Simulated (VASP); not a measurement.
# TePt (P6_3/mmc) in VASP: a series of runs, part 2 of 2

VASP 6.6.1.

**3. Relaxation of cell and atoms, PBEsol**

INCAR

```
SYSTEM = TePt
PREC     = Accurate       ! precision mode
ENCUT    = 600            ! plane-wave cutoff, eV
EDIFF    = 1E-6           ! SCF threshold, eV
ISMEAR   = 0              ! smearing method
SIGMA    = 0.1            ! smearing width, eV
LREAL    = .FALSE.        ! projectors in reciprocal space
LASPH    = .TRUE.         ! aspherical terms in the spheres
NELM     = 100            ! most SCF steps
ALGO     = Normal         ! electronic algorithm
ISIF     = 3              ! what is computed and relaxed
LWAVE    = .FALSE.        ! write WAVECAR
LCHARG   = .FALSE.        ! write CHGCAR
GGA      = PS             ! functional
IBRION   = 2              ! ionic algorithm
NSW      = 100            ! ionic steps
EDIFFG   = -0.005         ! ionic threshold
```

KPOINTS

```
Automatic mesh
0
G
  12 12 8
  0 0 0
```

POSCAR

```
TePt
1.0
    4.2277417815      0.0000000000      0.0000000000
   -2.1138708907      3.6613317835      0.0000000000
    0.0000000000      0.0000000000      5.5289988530
Te Pt
2 2
Direct
    0.3333333333      0.6666666667      0.2500000000
    0.6666666667      0.3333333333      0.7500000000
    0.0000000000      0.0000000000      0.0000000000
    0.0000000000      0.0000000000      0.5000000000
```

Potentials or basis: VASP PAW PBE potentials, release 64 (Te, Pt).

On the command line:

```
$ cat potpaw_PBE.64/Te/POTCAR potpaw_PBE.64/Pt/POTCAR > POTCAR
$ mpirun -np 1 vasp_std > vasp.out
```

OUTCAR:

```text
SYSTEM = TePt
   PREC = Accurate
   ENCUT = 600
   EDIFF = 1E-6
   ISMEAR = 0
   LREAL = .FALSE.
   LASPH = .TRUE.
   NELM = 100
   ISIF = 3
   GGA = PS
   IBRION = 2
   NSW = 100
   EDIFFG = -0.005

 ion  position               nearest neighbor table
   1  0.333  0.667  0.250-   3 2.81   4 2.81   3 2.81   4 2.81   3 2.81   4 2.81
   2  0.667  0.333  0.750-   3 2.81   4 2.81   3 2.81   4 2.81   3 2.81   4 2.81
   3  0.000  0.000  0.000-   4 2.76   4 2.76   1 2.81   2 2.81   2 2.81   1 2.81   2 2.81   1 2.81

   4  0.000  0.000  0.500-   3 2.76   3 2.76   1 2.81   2 2.81   2 2.81   1 2.81   2 2.81   1 2.81

  LATTYP: Found a hexagonal cell.
 ALAT       =     4.2277417815
 C/A-ratio  =     1.3077901014

  Lattice vectors:

 A1 = (   4.2277417815,   0.0000000000,   0.0000000000)
 A2 = (  -2.1138708907,   3.6613317835,   0.0000000000)
[... 335 lines left out ...]

 number of electron      31.9999997 magnetization

 Free energy of the ion-electron system (eV)
  ---------------------------------------------------
  ext. energy  EPLUGINS =         0.00000000
  ---------------------------------------------------
  free energy    TOTEN  =       -21.84418981 eV

  energy without entropy =      -21.83174978  energy(sigma->0) =      -21.83796979

 E-fermi :   9.5070     XC(G=0): -11.3776

 val. band max:        9.5014460096   @ k =   0.0833   0.0833   0.5000
 cond. band min:       9.5187372457   @ k =   0.4167   0.1667   0.2500
 fundamental gap:      0.0172912360
 Fermi energy:         9.5069995938

 k-point     1 :       0.0000    0.0000    0.0000
  band No.  band energies     occupation
      1      -4.5810      2.00000
      2      -1.8149      2.00000
      3       2.2531      2.00000
      4       3.3488      2.00000
      5       3.3488      2.00000
      6       3.9445      2.00000
[... 541 lines left out ...]
     19      12.1526      0.00000
     20      12.9868      0.00000

 [... further k-points ...]
[... 5 lines left out ...]
  --------------------------------------------------------------------------------------
  -------------------------------------------------------------------------------------
  Total        0.0107520      0.0107520      0.0048758      0.0000000     -0.0000000      0.0000000
  in kB        0.2014299      0.2014299      0.0913447      0.0000000     -0.0000000      0.0000000
  external PRESSURE =       0.1647348 kB  Pullay stress =       0.0000000 kB
[... 19 lines left out ...]
  FREE ENERGIE OF THE ION-ELECTRON SYSTEM (eV)
  ---------------------------------------------------
  free  energy   TOTEN  =       -21.8441898054 eV

  energy  without entropy=      -21.8317497795  energy(sigma->0) =      -21.83796979

 reached required accuracy - stopping structural energy minimisation
```

OSZICAR:

```text
N       E                     dE             d eps       ncg     rms          rms(c)
DAV:   1     0.191348641452E+03    0.19135E+03   -0.15554E+04  3800   0.159E+03
DAV:   2    -0.117071715932E+02   -0.20306E+03   -0.19168E+03  4496   0.277E+02
[... 32 lines left out ...]
   4 F= -.21844131E+02 E0= -.21837930E+02  d E =0.816459E-05
       N       E                     dE             d eps       ncg     rms          rms(c)
DAV:   1    -0.218444689517E+02   -0.33707E-03   -0.11134E-02  3832   0.768E-01    0.112E-01
DAV:   2    -0.218442394243E+02    0.22953E-03   -0.65308E-04  4084   0.218E-01    0.465E-02
DAV:   3    -0.218441975085E+02    0.41916E-04   -0.55163E-05  4204   0.581E-02    0.268E-02
DAV:   4    -0.218441897383E+02    0.77702E-05   -0.25066E-05  4148   0.332E-02    0.140E-02
DAV:   5    -0.218441898054E+02   -0.67129E-07   -0.12257E-06  2040   0.729E-03
   5 F= -.21844190E+02 E0= -.21837970E+02  d E =-.502015E-04
```

CONTCAR:

```text
TePt
   1.00000000000000
     4.2216981356877730   -0.0000000000000826    0.0000000000000000
    -2.1108490677940290    3.6560978326948335   -0.0000000000000000
     0.0000000000000000   -0.0000000000000000    5.5407610627678441
  Te              Pt
     2     2
Direct
     0.3333333332999970    0.6666666667000030    0.2500000000000000
     0.6666666667000030    0.3333333332999970    0.7500000000000000
     0.0000000000000000    0.0000000000000000    1.0000000000000000
     0.0000000000000000    0.0000000000000000    0.5000000000000000

  0.00000000E+00  0.00000000E+00  0.00000000E+00
  0.00000000E+00  0.00000000E+00  0.00000000E+00
  0.00000000E+00  0.00000000E+00  0.00000000E+00
  0.00000000E+00  0.00000000E+00  0.00000000E+00
```

Run time: 8.3 min. Hardware: 1 thread of Intel Xeon 8259CL, shared host; peak memory 0.38 GiB.

Results:

```
Free energy                           : -21.8442 eV
Relaxed volume                        : 21.38 Å³/atom
Relaxed cell                          : a = 4.222 Å, b = 4.222 Å, c = 5.541 Å, α = 90.00°, β = 90.00°, γ = 120.00°
Space group after relaxing (to 0.1 Å) : P6_3/mmc (No. 194)
Energy gained by relaxing             : 0.1 meV/atom
Ionic steps                           : 5
Pressure after relaxing               : 0.0 GPa
Band gap on the k mesh                : zero (bands 16 and 17 overlap by 1.40 eV)
```

Step by step:
| step | energy change (eV) | largest force (eV/Å) | pressure (GPa) | volume (Å³) |
| --- | --- | --- | --- | --- |
| 1 | 0.0000 | 0.0000 | -0.08 | 85.58 |
| 2 | -0.0002 | 0.0000 | 0.11 | 85.46 |
| 3 | -0.0002 | 0.0000 | 0.13 | 85.45 |
| 4 | -0.0002 | 0.0000 | -0.12 | 85.60 |
| 5 | -0.0002 | 0.0000 | 0.02 | 85.52 |

Final structure:
```
Te Pt
1.0
     4.22170    0.00000    0.00000
    -2.11085    3.65610    0.00000
     0.00000    0.00000    5.54076
Te Pt
2 2
Cartesian
  0.0000 2.4374 1.3852
  2.1108 1.2187 4.1556
  0.0000 0.0000 5.5408
  0.0000 0.0000 2.7704
```

Caveat: the PAW data sets were made with another functional, which shifts forces and pressure a little; spin-orbit coupling is left out, which moves the levels of the heavy elements.

**4. Relaxation of cell and atoms, PBEsol, target pressure 4 GPa, at which the enthalpy is minimised**

This run uses another cell than the first one, of 20.81 Å³/atom.

INCAR

```
PREC     = Accurate       # precision mode
ENCUT    = 600            # plane-wave cutoff, eV
EDIFF    = 1E-7           # SCF threshold, eV
ISMEAR   = 0              # smearing method
SIGMA    = 0.1            # smearing width, eV
LREAL    = False          # projectors in reciprocal space
LASPH    = True           # aspherical terms in the spheres
NELM     = 100            # most SCF steps
ALGO     = Fast           # electronic algorithm
ISIF     = 3              # what is computed and relaxed
LWAVE    = False          # write WAVECAR
LCHARG   = False          # write CHGCAR
GGA      = PS             # functional
IBRION   = 2              # ionic algorithm
NSW      = 70             # ionic steps
EDIFFG   = -0.008         # ionic threshold
PSTRESS  = 40.0
```

KPOINTS

```
Automatic mesh
0
Gamma
  12 12 8
```

POSCAR

```
TePt
1.0
    4.1833267722      0.0000000000      0.0000000000
   -2.0916633861      3.6228672570      0.0000000000
    0.0000000000      0.0000000000      5.4928234483
Te Pt
2 2
Direct
    0.3333333333      0.6666666667      0.2500000000
    0.6666666667      0.3333333333      0.7500000000
    0.0000000000      0.0000000000      0.0000000000
    0.0000000000      0.0000000000      0.5000000000
```

On the command line:

```
$ cat potpaw_PBE.64/Te/POTCAR potpaw_PBE.64/Pt/POTCAR > POTCAR
$ mpirun -np 1 vasp_std > vasp.out
```

Wall time 5.2 min (1 thread of Oxide Virtual Turin-like, shared host); peak memory 0.34 GiB.

The run converged. Its results:

```yaml
Free_energy: -21.8167 eV
Relaxed_volume: 20.82 Å³/atom
Relaxed_cell: a = 4.181 Å, b = 4.181 Å, c = 5.499 Å, α = 90.00°, β = 90.00°, γ = 120.00°
Space_group_after_relaxing_to_0.1_Å: P6_3/mmc (No. 194)
Energy_change_on_relaxing_the_run_minimises_the_enthalpy: -0.1 meV/atom
Ionic_steps: 2
Pressure_after_relaxing: 4.0 GPa
Band_gap_on_the_k_mesh: zero (bands 16 and 17 overlap by 1.43 eV)
```

Step by step:
| step | energy change (eV) | largest force (eV/Å) | pressure (GPa) | volume (Å³) |
| --- | --- | --- | --- | --- |
| 1 | 0.0000 | 0.0000 | 4.01 | 83.25 |
| 2 | -0.0004 | 0.0000 | 3.97 | 83.26 |

Final structure:
```cif
data_structure
_symmetry_space_group_name_H-M 'P 1'
_symmetry_Int_Tables_number 1
_cell_length_a 4.1812
_cell_length_b 4.1812
_cell_length_c 5.4993
_cell_angle_alpha 90.000
_cell_angle_beta 90.000
_cell_angle_gamma 120.000
_cell_volume 83.26
loop_
_atom_site_label
_atom_site_type_symbol
_atom_site_fract_x
_atom_site_fract_y
_atom_site_fract_z
_atom_site_occupancy
Te1 Te 0.33333 0.66667 0.25000 1
Te2 Te 0.66667 0.33333 0.75000 1
Pt1 Pt 0.00000 0.00000 0.00000 1
Pt2 Pt 0.00000 0.00000 0.50000 1
```

Levels at points of the mesh, in eV from the Fermi level:
```tsv
k point	band 12	band 13	band 14	band 15	band 16	band 17	band 18	band 19	band 20
(0.00, 0.00, 0.00)	-1.99	-1.70	-1.70	0.24	0.65	1.57	1.79	2.30	2.30
(0.50, 0.00, 0.00)	-3.00	-2.69	-2.17	-1.98	-1.58	1.44	2.64	3.41	3.65
(0.00, 0.00, 0.50)	-3.54	-2.62	-2.62	1.02	1.02	1.02	1.02	4.12	4.12
(0.50, 0.00, 0.50)	-3.10	-3.08	-3.08	-0.48	-0.48	0.48	0.48	2.62	2.62
```

Caveat: the cell is relaxed towards a set pressure, so the run minimises the enthalpy, not the energy; the PAW data sets were made with another functional, which shifts forces and pressure a little; spin-orbit coupling is left out, which moves the levels of the heavy elements.

**5. Relaxation of cell and atoms, PBEsol, target pressure 1 GPa, at which the enthalpy is minimised**

This run uses another cell than the first one, of 21.19 Å³/atom.

INCAR

```
SYSTEM = TePt
PREC = Accurate
ENCUT = 600
EDIFF = 1E-7
ISMEAR = 0
SIGMA = 0.1
LREAL = .False.
LASPH = .True.
NELM = 60
ALGO = Fast
ISIF = 3
LWAVE = .False.
LCHARG = .False.
GGA = PS
IBRION = 2
NSW = 70
EDIFFG = -0.008
PSTRESS = 10.0
```

KPOINTS

```
regular mesh
0
Gamma
  12 12 8
  0 0 0
```

POSCAR

```
TePt
1.0
    4.2093827458      0.0000000000      0.0000000000
   -2.1046913729      3.6454323921      0.0000000000
    0.0000000000      0.0000000000      5.5235874647
Te Pt
2 2
Direct
    0.3333333333      0.6666666667      0.2500000000
    0.6666666667      0.3333333333      0.7500000000
    0.0000000000      0.0000000000      0.0000000000
    0.0000000000      0.0000000000      0.5000000000
```

On the command line:

```
$ cat potpaw_PBE.64/Te/POTCAR potpaw_PBE.64/Pt/POTCAR > POTCAR
$ mpirun -np 1 vasp_std > vasp.out
```

Run time: 11 min. Hardware: 1 thread of Oxide Virtual Turin-like, shared host; peak memory 0.35 GiB.

It converged, with:

```
Free energy                                                : -21.8422 eV
Relaxed volume                                             : 21.23 Å³/atom
Relaxed cell                                               : a = 4.212 Å, b = 4.212 Å, c = 5.528 Å, α = 90.00°, β = 90.00°, γ = 120.00°
Space group after relaxing (to 0.1 Å)                      : P6_3/mmc (No. 194)
Energy change on relaxing (the run minimises the enthalpy) : -0.3 meV/atom
Ionic steps                                                : 3
Pressure after relaxing                                    : 1.0 GPa
Band gap on the k mesh                                     : zero (bands 16 and 17 overlap by 1.41 eV)
```

Step by step:
```csv
step,energy change (eV),largest force (eV/Å),pressure (GPa),volume (Å³)
1,0.0000,0.0000,1.28,84.76
2,-0.0026,0.0000,0.51,85.22
3,-0.0012,0.0000,0.99,84.93
```

Final structure:
```
CELL_PARAMETERS angstrom
4.21176 0.00000 0.00000
-2.10588 3.64749 0.00000
0.00000 0.00000 5.52816
ATOMIC_POSITIONS crystal
Te 0.33333 0.66667 0.25000
Te 0.66667 0.33333 0.75000
Pt 0.00000 0.00000 0.00000
Pt 0.00000 0.00000 0.50000
```

Levels at points of the mesh, in eV from the Fermi level:
```csv
k point,band 12,band 13,band 14,band 15,band 16,band 17,band 18,band 19,band 20
"(0.00, 0.00, 0.00)",-1.92,-1.66,-1.66,0.24,0.65,1.62,1.65,2.23,2.23
"(0.50, 0.00, 0.00)",-2.91,-2.60,-2.08,-1.90,-1.59,1.41,2.57,3.43,3.62
"(0.00, 0.00, 0.50)",-3.42,-2.59,-2.59,1.00,1.00,1.00,1.00,4.02,4.02
"(0.50, 0.00, 0.50)",-3.00,-2.98,-2.98,-0.45,-0.45,0.44,0.44,2.60,2.60
```

Caveat: the cell is relaxed towards a set pressure, so the run minimises the enthalpy, not the energy; the PAW data sets were made with another functional, which shifts forces and pressure a little; spin-orbit coupling is left out, which moves the levels of the heavy elements.

**6. Relaxation of cell and atoms, PBEsol, target pressure -1 GPa, at which the enthalpy is minimised**

This run uses another cell than the first one, of 21.61 Å³/atom.

INCAR

```
SYSTEM = TePt
PREC     = Accurate       ! precision mode
ENCUT    = 600            ! plane-wave cutoff, eV
EDIFF    = 1E-7           ! SCF threshold, eV
ISMEAR   = 0              ! smearing method
SIGMA    = 0.1            ! smearing width, eV
LREAL    = .False.        ! projectors in reciprocal space
LASPH    = .True.         ! aspherical terms in the spheres
NELM     = 80             ! most SCF steps
ALGO     = Fast           ! electronic algorithm
ISIF     = 3              ! what is computed and relaxed
LWAVE    = .False.        ! write WAVECAR
LCHARG   = .False.        ! write CHGCAR
GGA      = PS             ! functional
IBRION   = 2              ! ionic algorithm
NSW      = 70             ! ionic steps
EDIFFG   = -0.008         ! ionic threshold
PSTRESS  = -10.0
```

KPOINTS is that of step 5.

POSCAR

```
TePt
1.0
    4.2369851564      0.0000000000      0.0000000000
   -2.1184925782      3.6693367809      0.0000000000
    0.0000000000      0.0000000000      5.5598075803
Te Pt
2 2
Direct
    0.3333333333      0.6666666667      0.2500000000
    0.6666666667      0.3333333333      0.7500000000
    0.0000000000      0.0000000000      0.0000000000
    0.0000000000      0.0000000000      0.5000000000
```

Potentials or basis: VASP PAW PBE potentials, release 64 (Te, Pt).

On the command line:

```
$ cat potpaw_PBE.64/Te/POTCAR potpaw_PBE.64/Pt/POTCAR > POTCAR
$ mpirun -np 1 vasp_std > vasp.out
```

Run time: 12 min. Hardware: 1 thread of Oxide Virtual Turin-like, shared host; peak memory 0.35 GiB.

The run converged. Its results:

```yaml
Free_energy: -21.8423 eV
Relaxed_volume: 21.54 Å³/atom
Relaxed_cell: a = 4.233 Å, b = 4.233 Å, c = 5.553 Å, α = 90.00°, β = 90.00°, γ = 120.00°
Space_group_after_relaxing_to_0.1_Å: P6_3/mmc (No. 194)
Energy_change_on_relaxing_the_run_minimises_the_enthalpy: -0.5 meV/atom
Ionic_steps: 3
Pressure_after_relaxing: -1.0 GPa
Band_gap_on_the_k_mesh: zero (bands 16 and 17 overlap by 1.40 eV)
```

Step by step:
| step | energy change (eV) | largest force (eV/Å) | pressure (GPa) | volume (Å³) |
| --- | --- | --- | --- | --- |
| 1 | 0.0000 | 0.0000 | -1.42 | 86.44 |
| 2 | -0.0039 | 0.0000 | -0.32 | 85.72 |
| 3 | -0.0021 | 0.0000 | -0.99 | 86.16 |

Final structure:
```
Te Pt
1.0
     4.23287    0.00000    0.00000
    -2.11644    3.66578    0.00000
     0.00000    0.00000    5.55296
Te Pt
2 2
Direct
  0.33333 0.66667 0.25000
  0.66667 0.33333 0.75000
  0.00000 0.00000 0.00000
  0.00000 0.00000 0.50000
```

Levels at points of the mesh, in eV from the Fermi level:
```csv
k point,band 13,band 14,band 15,band 16,band 17,band 18,band 19,band 20
"(0.00, 0.00, 0.00)",-1.63,-1.63,0.24,0.63,1.54,1.66,2.19,2.19
"(0.50, 0.00, 0.00)",-2.54,-2.03,-1.86,-1.59,1.39,2.52,3.44,3.61
"(0.00, 0.00, 0.50)",-2.56,-2.56,0.98,0.98,0.98,0.98,3.95,3.95
"(0.50, 0.00, 0.50)",-2.91,-2.91,-0.43,-0.43,0.42,0.42,2.58,2.58
```

Caveat: the cell is relaxed towards a set pressure, so the run minimises the enthalpy, not the energy; the PAW data sets were made with another functional, which shifts forces and pressure a little; spin-orbit coupling is left out, which moves the levels of the heavy elements.

**7. Summary**

| task | cell | cutoff (eV) | gap on the mesh (eV) | pressure (GPa) |
| --- | --- | --- | --- | --- |
| single point | a = 4.223, b = 4.223, c = 5.542 Å, angles 90.0, 90.0, 120.0°, 4 atoms | 520 | none | -0.1 |
| relaxation of cell and atoms | relaxed from a = 4.228, b = 4.228, c = 5.529 Å, angles 90.0, 90.0, 120.0°, 4 atoms | 600 | none | 0.0 |
| relaxation of cell and atoms | relaxed to 4 GPa from a = 4.183, b = 4.183, c = 5.493 Å, angles 90.0, 90.0, 120.0°, 4 atoms | 600 | none | 4.0 |
| relaxation of cell and atoms | relaxed to 1 GPa from a = 4.209, b = 4.209, c = 5.524 Å, angles 90.0, 90.0, 120.0°, 4 atoms | 600 | none | 1.0 |
| relaxation of cell and atoms | relaxed to -1 GPa from a = 4.237, b = 4.237, c = 5.560 Å, angles 90.0, 90.0, 120.0°, 4 atoms | 600 | none | -1.0 |

Alike in all rows: level PBEsol; potentials or basis VASP PAW PBE potentials, release 64 (Te, Pt); no spin polarisation; k mesh 12 × 12 × 8; smearing gaussian 0.1 eV.

Caveats: the PAW data sets were made with another functional, which shifts forces and pressure a little; spin-orbit coupling is left out, which moves the levels of the heavy elements; the cell is relaxed towards a set pressure, so the run minimises the enthalpy, not the energy (at least some runs).

Absolute energies hang on the potentials; compare differences alone.

The gap in the log of VASP goes by the Fermi energy; the results here count the filled bands.